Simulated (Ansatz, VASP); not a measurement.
**Two plane-wave programs on Ta**

```
Ta
1.0
     2.51540   -3.75441    0.00000
     2.51540    3.75441    0.00000
     0.00000    0.00000    5.68667
Ta
5
Direct
  0.50000 0.00000 0.25000
  0.00000 0.50000 0.75000
  0.00000 0.50000 0.25000
  0.50000 0.00000 0.75000
  0.00000 0.00000 0.00000
```

Alike in both runs: task relaxation of cell and atoms; functional PBE; k mesh 4 × 4 × 4; occupations gaussian, width 0.1 eV; no spin polarisation.

|  | VASP | Ansatz |
| --- | --- | --- |
| version | VASP 6.6.1 | Ansatz 0.2.0 |
| potentials or method | VASP PAW PBE potentials, release 64 (Ta_pv), cutoff 600 eV | scalar-relativistic, plane waves, PAW |
| valence electrons in the cell | 55 | 65 |

|  | VASP | Ansatz | Ansatz less VASP |
| --- | --- | --- | --- |
| gap on the k mesh at the Fermi level, each at its own relaxed structure (eV) | none | none | - |
| relaxed volume (Å³/atom) | 21.18 | 21.16 | -0.028 |
| relaxed cell length with the largest relative difference (Å) | 3.909 | 3.904 | -0.0046 |

A gap of «none» marks a metal or a gap that the smearing closes. VASP's potentials hold 55 valence electrons a cell and Ansatz's 65, so a difference there can come from the potentials and not from the codes.

The k mesh is coarse, so the values compare programs but aren't converged. Neither program's run includes spin-orbit coupling.
